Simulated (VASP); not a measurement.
# LiCaSc (P-6m2) in VASP: further runs

LiCaSc is run at these levels: PBE; tasks: single point.

Everything below comes from runs of VASP 6.6.1. Logs are shortened: lines on timing, memory, paths and dates and some standing lists are left out, and cuts for length are marked.

## 1. The cell of the first run

It takes space group P-6m2 (No. 187, hexagonal). The conventional cell has a = 3.928 Å, b = 3.928 Å, c = 4.215 Å, α = 90.00°, β = 90.00°, γ = 120.00°. Within 3.0 Å of Li (site symmetry -6m2) lie 3 Sc at 2.27 Å. Within 4.1 Å of Ca (site symmetry -6m2) lie 6 Sc at 3.10 Å and 6 Li at 3.10 Å and 6 Ca at 3.93 Å. Sc (site symmetry -6m2) has 3 Li at 2.27 Å within 3.0 Å.

## 2. Single point, PBE (volume scaled by 0.94)

INCAR

```
PREC = Accurate
ENCUT = 520
EDIFF = 1E-6
ISMEAR = -1
SIGMA = 0.05
LREAL = F
LASPH = T
NELM = 60
ALGO = Normal
ISIF = 2
LWAVE = F
LCHARG = F
GGA = PE
NBANDS = 19
```

KPOINTS

```
Automatic mesh
0
Gamma
  8 8 6
```

POSCAR

```
LiCaSc
1.0
    3.9279514709      0.0000000000      0.0000000000
   -1.9639757355      3.4017057546      0.0000000000
    0.0000000000      0.0000000000      4.2153494573
Li Ca Sc
1 1 1
Direct
    0.0000000000      0.0000000000      0.5000000000
    0.6666666700      0.3333333300      0.0000000000
    0.3333333300      0.6666666700      0.5000000000
```

Potentials or basis: VASP PAW PBE potentials, release 64 (Li_sv, Ca_sv, Sc_sv).

On the command line:

```
> cat potpaw_PBE.64/Li_sv/POTCAR potpaw_PBE.64/Ca_sv/POTCAR potpaw_PBE.64/Sc_sv/POTCAR > POTCAR
> mpirun -np 1 vasp_std > vasp.out
```

OUTCAR:

```text
PREC = Accurate
   ENCUT = 520
   EDIFF = 1E-6
   ISMEAR = -1
   LREAL = F
   LASPH = T
   NELM = 60
   ISIF = 2
   GGA = PE

 ion  position               nearest neighbor table
   1  0.000  0.000  0.500-   3 2.27   3 2.27   3 2.27
   2  0.667  0.333  0.000-   3 3.10   3 3.10   3 3.10   3 3.10   3 3.10   3 3.10
   3  0.333  0.667  0.500-   1 2.27   1 2.27   1 2.27   2 3.10   2 3.10   2 3.10   2 3.10   2 3.10
                             2 3.10

  LATTYP: Found a hexagonal cell.
 ALAT       =     3.9279514709
 C/A-ratio  =     1.0731673974

  Lattice vectors:

 A1 = (   3.9279514709,   0.0000000000,   0.0000000000)
 A2 = (  -1.9639757355,   3.4017057546,   0.0000000000)
 A3 = (   0.0000000000,   0.0000000000,   4.2153494573)

Analysis of symmetry for initial positions (statically):
=====================================================================
 Subroutine PRICEL returns:
 Original cell was already a primitive cell.

 Routine SETGRP: Setting up the symmetry group for a
 hexagonal supercell.

 Subroutine GETGRP returns: Found 12 space group operations
 (whereof 12 operations were pure point group operations)
 out of a pool of 24 trial point group operations.

The static configuration has the point symmetry D_3h.

Analysis of symmetry for dynamics (positions and initial velocities):
=====================================================================
 Subroutine PRICEL returns:
 Original cell was already a primitive cell.

 Routine SETGRP: Setting up the symmetry group for a
 hexagonal supercell.

 Subroutine GETGRP returns: Found 12 space group operations
 (whereof 12 operations were pure point group operations)
 out of a pool of 24 trial point group operations.

The dynamic configuration has the point symmetry D_3h.

 Subroutine INISYM returns: Found 12 space group operations
 (whereof 12 operations are pure point group operations),
 and found     1 'primitive' translations

----------------------------------------------------------------------------------------

                                     Primitive cell

  volume of cell :      56.3244

  direct lattice vectors                    reciprocal lattice vectors
     3.927951471  0.000000000  0.000000000     0.254585630  0.146985082  0.000000000
    -1.963975736  3.401705755  0.000000000     0.000000000  0.293970164  0.000000000
     0.000000000  0.000000000  4.215349457     0.000000000  0.000000000  0.237228256

  length of vectors
     3.927951471  3.927951467  4.215349457     0.293970164  0.293970164  0.237228256

  position of ions in fractional coordinates (direct lattice)
     0.000000000  0.000000000  0.500000000
     0.666666670  0.333333330  0.000000000
     0.333333330  0.666666670  0.500000000

  ion indices of the primitive-cell ions
   primitive index   ion index
                 1           1
                 2           2
                 3           3

----------------------------------------------------------------------------------------

 KPOINTS: Automatic mesh

Automatic generation of k-mesh.
 Grid dimensions read from file:
 generate k-points for:    8    8    6

 Generating k-lattice:

  Cartesian coordinates                     Fractional coordinates (reciprocal lattice)
     0.031823204  0.018373135  0.000000000     0.125000000  0.000000000  0.000000000
     0.000000000  0.036746271  0.000000000     0.000000000  0.125000000  0.000000000
     0.000000000  0.000000000  0.039538043     0.000000000  0.000000000  0.166666667

  Length of vectors
     0.036746271  0.036746271  0.039538043

  Shift w.r.t. Gamma in fractional coordinates (k-lattice)
     0.000000000  0.000000000  0.000000000

 Subroutine IBZKPT returns following result:
 ===========================================

 Found     40 irreducible k-points:

 Following reciprocal coordinates:
            Coordinates               Weight
  0.000000  0.000000  0.000000      1.000000
  0.125000  0.000000  0.000000      6.000000
  0.250000  0.000000  0.000000      6.000000
  0.375000 -0.000000  0.000000      6.000000
  0.500000  0.000000  0.000000      3.000000
  0.125000  0.125000  0.000000      6.000000
[... 16 lines left out ...]
  0.250000  0.000000  0.333333     12.000000
  0.375000 -0.000000  0.333333     12.000000
 [... further k-points ...]
   k-points           NKPTS =     40   k-points in BZ     NKDIM =     40   number of bands    NBANDS=     19
   number of dos      NEDOS =    301   number of ions     NIONS =      3
   total plane-waves  NPLWV =  28800
   dimension x,y,z NGX =    30 NGY =   30 NGZ =   32
   dimension x,y,z NGXF=    60 NGYF=   60 NGZF=   64
   ions per type =               1   1   1
   NGX,Y,Z   is equivalent  to a cutoff of  12.70, 12.70, 12.62 a.u.
   NGXF,Y,Z  is equivalent  to a cutoff of  25.39, 25.39, 25.24 a.u.
 SYSTEM =  unknown system
   PREC   = accura    normal or accurate (medium, high low for compatibility)
   ISTART =      0    job   : 0-new  1-cont  2-samecut
   ICHARG =      2    charge: 1-file 2-atom 10-const
   ISPIN  =      1    spin polarized calculation?
   LNONCOLLINEAR =      F non collinear calculations
   LSORBIT =      F    spin-orbit coupling
   LASPH  =      T    aspherical Exc in radial PAW
   ENCUT  =  520.0 eV  38.22 Ry    6.18 a.u.   7.30  7.30  7.84*2*pi/ulx,y,z
   NELM   =     60;   NELMIN=  2; NELMDL= -5     # of ELM steps
   EDIFF  = 0.1E-05   stopping-criterion for ELM
   LREAL  =      F    real-space projection
   EDIFFG = 0.1E-04   stopping-criterion for IOM
   NSW    =      0    number of steps for IOM
   IBRION =     -1    ionic relax: 0-MD 1-quasi-New 2-CG
   NFREE  =      0    steps in history (QN), initial steepest desc. (CG)
   ISIF   =      2    stress and relaxation
   ISYM   =      2    0-nonsym 1-usesym 2-fastsym
   POTIM  = 0.5000    time-step for ionic-motion
   TEBEG  =    0.0;   TEEND  =   0.0 temperature during run
   PSTRESS=    0.0 pullay stress
   NELECT =      24.0000    total number of electrons
   NUPDOWN=      -1.0000    fix difference up-down
   EMIN   =  10.00;   EMAX   =-10.00  energy-range for DOS
   EFERMI =   0.00;   METHOD = LEGACY
   ISMEAR =    -1;   SIGMA  =   0.05  broadening in eV -4-tet -1-fermi 0-gaus
   EFERMI_NEDOS =   21; number of points for ismear=-14 and -15
   IALGO  =     38    algorithm
   IMIX   =      4    mixing-type and parameters
     AMIX     =   0.40;   BMIX     =  1.00
     AMIX_MAG =   1.60;   BMIX_MAG =  1.00
  volume/ion in A,a.u.               =      18.77       126.70
  Fermi-wavevector in a.u.,A,eV,Ry     =   1.231912  2.327977 20.648307  1.517608
  Thomas-Fermi vector in A             =   2.366703
   LORBIT       =      0    0 simple, 1 ext, 2 COOP (PROOUT), +10 PAW based schemes
   GGA     = PE    functional components
   LHFCALC =     F    Hartree Fock is set to
   AEXX    =    0.0000 exact exchange contribution
   IVDW    =     0    specifies the selected vdW correction
   LEPSILON=     F    determine dielectric tensor
   LRPA    =     F    only Hartree local field effects (RPA)
 non-spin polarized calculation
  energy-cutoff  :      520.00
  volume of cell :       56.32
 maximum number of plane-waves:      1545
 NGX is ok and might be reduce to    30
   NGX = 15   NGY = 15   NGZ = 15

 number of electron      23.9999998 magnetization

 Free energy of the ion-electron system (eV)
  ---------------------------------------------------
  ext. energy  EPLUGINS =         0.00000000
  ---------------------------------------------------
  free energy    TOTEN  =        -6.81831306 eV

  energy without entropy =       -6.77457422  energy(sigma->0) =       -6.79644364

 E-fermi :   4.1472     XC(G=0):  -9.7622

 val. band max:        4.1465258198   @ k =   0.3750   0.1250   0.1667
 cond. band min:       4.1550083586   @ k =   0.3750  -0.0000   0.5000
 fundamental gap:      0.0084825388
 Fermi energy:         4.1472401540

 k-point     1 :       0.0000    0.0000    0.0000
  band No.  band energies     occupation
      1     -45.1420      2.00000
      2     -42.1636      2.00000
      3     -35.9469      2.00000
      4     -23.8830      2.00000
      5     -23.8304      2.00000
      6     -23.8304      2.00000
[... 11 lines left out ...]
     18       7.3781      0.00000
     19       8.1607      0.00000

 k-point     2 :       0.1250    0.0000    0.0000
  band No.  band energies     occupation
      1     -45.1392      2.00000
      2     -42.1667      2.00000
      3     -35.9456      2.00000
      4     -23.8811      2.00000
      5     -23.8344      2.00000
      6     -23.8329      2.00000
[... 11 lines left out ...]
     18       7.5169      0.00000
     19       8.3376      0.00000

 k-point     3 :       0.2500    0.0000    0.0000
  band No.  band energies     occupation
      1     -45.1324      2.00000
      2     -42.1746      2.00000
      3     -35.9425      2.00000
      4     -23.8764      2.00000
      5     -23.8441      2.00000
      6     -23.8392      2.00000
[... 11 lines left out ...]
     18       7.8643      0.00000
     19       8.2758      0.00000

 k-point     4 :       0.3750   -0.0000    0.0000
  band No.  band energies     occupation
      1     -45.1255      2.00000
      2     -42.1825      2.00000
      3     -35.9395      2.00000
      4     -23.8718      2.00000
      5     -23.8538      2.00000
      6     -23.8455      2.00000
[... 11 lines left out ...]
     18       8.0970      0.00000
     19       8.1300      0.00000

 k-point     5 :       0.5000    0.0000    0.0000
  band No.  band energies     occupation
      1     -45.1227      2.00000
      2     -42.1858      2.00000
      3     -35.9382      2.00000
      4     -23.8699      2.00000
      5     -23.8579      2.00000
      6     -23.8481      2.00000
[... 11 lines left out ...]
     18       8.0199      0.00000
     19       8.1837      0.00000

 k-point     6 :       0.1250    0.1250    0.0000
  band No.  band energies     occupation
      1     -45.1344      2.00000
      2     -42.1723      2.00000
      3     -35.9434      2.00000
      4     -23.8778      2.00000
      5     -23.8420      2.00000
      6     -23.8367      2.00000
[... 11 lines left out ...]
     18       7.7460      0.00000
     19       8.3389      0.00000

 k-point     7 :       0.2500    0.1250    0.0000
  band No.  band energies     occupation
      1     -45.1275      2.00000
      2     -42.1801      2.00000
      3     -35.9404      2.00000
      4     -23.8732      2.00000
      5     -23.8530      2.00000
      6     -23.8416      2.00000
[... 11 lines left out ...]
     18       7.8430      0.00000
     19       8.3297      0.00000

 k-point     8 :       0.3750    0.1250    0.0000
  band No.  band energies     occupation
      1     -45.1227      2.00000
      2     -42.1858      2.00000
      3     -35.9382      2.00000
      4     -23.8699      2.00000
      5     -23.8609      2.00000
      6     -23.8451      2.00000
[... 256 lines left out ...]
 k-point    20 :       0.3750    0.2500    0.1667
  band No.  band energies     occupation
      1     -45.1205      2.00000
      2     -42.1880      2.00000
      3     -35.9366      2.00000
      4     -23.8744      2.00000
      5     -23.8691      2.00000
      6     -23.8423      2.00000
[... 11 lines left out ...]
     18       7.3246      0.00000
     19       8.5459      0.00000

 k-point    21 :       0.0000    0.0000    0.3333
  band No.  band energies     occupation
      1     -45.1412      2.00000
      2     -42.1634      2.00000
      3     -35.9471      2.00000
      4     -23.8862      2.00000
      5     -23.8284      2.00000
      6     -23.8284      2.00000
[... 11 lines left out ...]
     18       8.2638      0.00000
     19       8.5936      0.00000

 k-point    22 :       0.1250    0.0000    0.3333
  band No.  band energies     occupation
      1     -45.1384      2.00000
      2     -42.1666      2.00000
      3     -35.9456      2.00000
      4     -23.8862      2.00000
      5     -23.8333      2.00000
      6     -23.8308      2.00000
[... 11 lines left out ...]
     18       8.2105      0.00000
     19       8.6558      0.00000

 k-point    23 :       0.2500    0.0000    0.3333
  band No.  band energies     occupation
      1     -45.1317      2.00000
      2     -42.1745      2.00000
      3     -35.9418      2.00000
      4     -23.8861      2.00000
      5     -23.8454      2.00000
      6     -23.8367      2.00000
[... 11 lines left out ...]
     18       7.9811      0.00000
     19       8.4090      0.00000

 k-point    24 :       0.3750   -0.0000    0.3333
  band No.  band energies     occupation
      1     -45.1249      2.00000
      2     -42.1824      2.00000
      3     -35.9380      2.00000
      4     -23.8859      2.00000
      5     -23.8575      2.00000
      6     -23.8426      2.00000
[... 11 lines left out ...]
     18       7.3831      0.00000
     19       7.7585      0.00000

 [... further k-points ...]
[... 5 lines left out ...]
  --------------------------------------------------------------------------------------
  -------------------------------------------------------------------------------------
  Total        8.0036126      8.0036126      5.5395839     -0.0000000      0.0000000      0.0000000
  in kB      227.6670611    227.6670606    157.5764401     -0.0000000      0.0000000      0.0000000
  external PRESSURE =     204.3035206 kB  Pullay stress =       0.0000000 kB

 VOLUME and BASIS-vectors are now :
 -----------------------------------------------------------------------------
  energy-cutoff  :      520.00
  volume of cell :       56.32
      direct lattice vectors                 reciprocal lattice vectors
     3.927951471  0.000000000  0.000000000     0.254585630  0.146985082  0.000000000
    -1.963975736  3.401705755  0.000000000     0.000000000  0.293970164  0.000000000
     0.000000000  0.000000000  4.215349457     0.000000000  0.000000000  0.237228256

 POSITION                                       TOTAL-FORCE (eV/Angst)
 -----------------------------------------------------------------------------------
      0.00000      0.00000      2.10767        -0.000000      0.000000      0.000000
      1.96398      1.13390      0.00000         0.000000      0.000000      0.000000
     -0.00000      2.26780      2.10767         0.000000      0.000000      0.000000
 -----------------------------------------------------------------------------------
    total drift:                                0.000004     -0.000002     -0.000000

  FREE ENERGIE OF THE ION-ELECTRON SYSTEM (eV)
  ---------------------------------------------------
  free  energy   TOTEN  =        -6.8183130638 eV

  energy  without entropy=       -6.7745742156  energy(sigma->0) =       -6.79644364
```

Wall time 40 s (1 thread of Intel Xeon 6975P-C, shared host); peak memory 0.2 GiB.

What came out:

```yaml
Free_energy: -6.8183 eV
Band_gap_on_the_k_mesh: zero (band 12 reaches 4.38 eV, above the bottom of band 13 at 3.85 eV)
```

Caveat: the cutoff is under 1.25 times the usual one of these potentials, so pressure, stress and relaxed cells hold a basis-set (Pulay) error.

## 3. Single point, PBE (volume scaled by 0.96)

INCAR

```
ALGO = Normal
EDIFF = 1E-6
ENCUT = 520
GGA = PE
ISIF = 2
ISMEAR = -1
LASPH = True
LCHARG = True
LELF = True
LREAL = False
LVHAR = True
LWAVE = False
NBANDS = 19
NELM = 100
PREC = Accurate
SIGMA = 0.05
```

KPOINTS

```
k-points
0
Gamma
  8 8 6
```

POSCAR

```
LiCaSc
1.0
    3.9556140124      0.0000000000      0.0000000000
   -1.9778070062      3.4256622182      0.0000000000
    0.0000000000      0.0000000000      4.2450359950
Li Ca Sc
1 1 1
Direct
    0.0000000000      0.0000000000      0.5000000000
    0.6666666700      0.3333333300      0.0000000000
    0.3333333300      0.6666666700      0.5000000000
```

Potentials or basis: VASP PAW PBE potentials, release 64 (Li_sv, Ca_sv, Sc_sv).

On the command line:

```
> cat potpaw_PBE.64/Li_sv/POTCAR potpaw_PBE.64/Ca_sv/POTCAR potpaw_PBE.64/Sc_sv/POTCAR > POTCAR
> mpirun -np 1 vasp_std > vasp.out
```

It took 44 s on 1 thread of Intel Xeon 6975P-C, shared host; peak memory 0.2 GiB.

The run converged. Its results:

| Property | Result |
| --- | --- |
| Free energy | -6.9666 eV |
| Band gap on the k mesh | zero (band 12 reaches 4.22 eV, above the bottom of band 13 at 3.76 eV) |

Levels at points of the mesh, in eV from the Fermi level:
```tsv
k point	band 8	band 9	band 10	band 11	band 12	band 13	band 14	band 15	band 16	band 17
(0.00, 0.00, 0.00)	-21.20	-21.20	-4.59	-0.84	0.05	0.05	1.68	1.68	2.48	3.19
(0.50, 0.00, 0.00)	-21.22	-21.21	-2.32	-1.07	-0.65	0.04	1.02	1.95	2.30	3.16
(0.00, 0.00, 0.50)	-21.20	-21.20	-2.67	-2.40	-0.20	-0.20	0.89	0.89	2.17	4.34
(0.50, 0.00, 0.50)	-21.24	-21.23	-1.41	-1.37	0.19	0.56	1.31	2.08	2.08	2.13
```

Caveat: the cutoff is under 1.25 times the usual one of these potentials, so pressure, stress and relaxed cells hold a basis-set (Pulay) error.

## 4. Single point, PBE (volume scaled by 0.98)

INCAR

```
SYSTEM = LiCaSc
ALGO = Normal ; EDIFF = 1E-6
ENCUT = 520 ; GGA = PE
ISIF = 2 ; ISMEAR = -1
LASPH = .TRUE. ; LCHARG = .FALSE.
LREAL = .FALSE. ; LWAVE = .FALSE.
NBANDS = 19 ; NELM = 100
PREC = Accurate ; SIGMA = 0.05
```

KPOINTS

```
k-points
0
G
  8 8 6
  0 0 0
```

POSCAR

```
LiCaSc
1.0
    3.9828949711      0.0000000000      0.0000000000
   -1.9914474856      3.4492882215      0.0000000000
    0.0000000000      0.0000000000      4.2743130305
Li Ca Sc
1 1 1
Direct
    0.0000000000      0.0000000000      0.5000000000
    0.6666666700      0.3333333300      0.0000000000
    0.3333333300      0.6666666700      0.5000000000
```

On the command line:

```
> cat potpaw_PBE.64/Li_sv/POTCAR potpaw_PBE.64/Ca_sv/POTCAR potpaw_PBE.64/Sc_sv/POTCAR > POTCAR
> mpirun -np 1 vasp_std > vasp.out
```

Wall time 44 s (1 thread of Intel Xeon 6975P-C, shared host); peak memory 0.2 GiB.

It converged, with:

| Property | Result |
| --- | --- |
| Free energy | -7.1043 eV |
| Band gap on the k mesh | zero (band 12 reaches 4.06 eV, above the bottom of band 13 at 3.66 eV) |

Levels at points of the mesh, in eV from the Fermi level:
```
           k point  band 8  band 9  band 10  band 11  band 12  band 13  band 14  band 15  band 16  band 17
(0.00, 0.00, 0.00)  -21.25  -21.25    -4.57    -0.81     0.06     0.06     1.65     1.65     2.41     3.16
(0.50, 0.00, 0.00)  -21.27  -21.26    -2.32    -1.11    -0.62     0.05     1.01     1.91     2.24     3.11
(0.00, 0.00, 0.50)  -21.25  -21.25    -2.66    -2.43    -0.18    -0.18     0.88     0.88     2.12     4.29
(0.50, 0.00, 0.50)  -21.28  -21.28    -1.39    -1.37     0.15     0.52     1.28     2.01     2.04     2.10
```

Caveat: the cutoff is under 1.25 times the usual one of these potentials, so pressure, stress and relaxed cells hold a basis-set (Pulay) error.

(Part 1 of 2 ends here.)
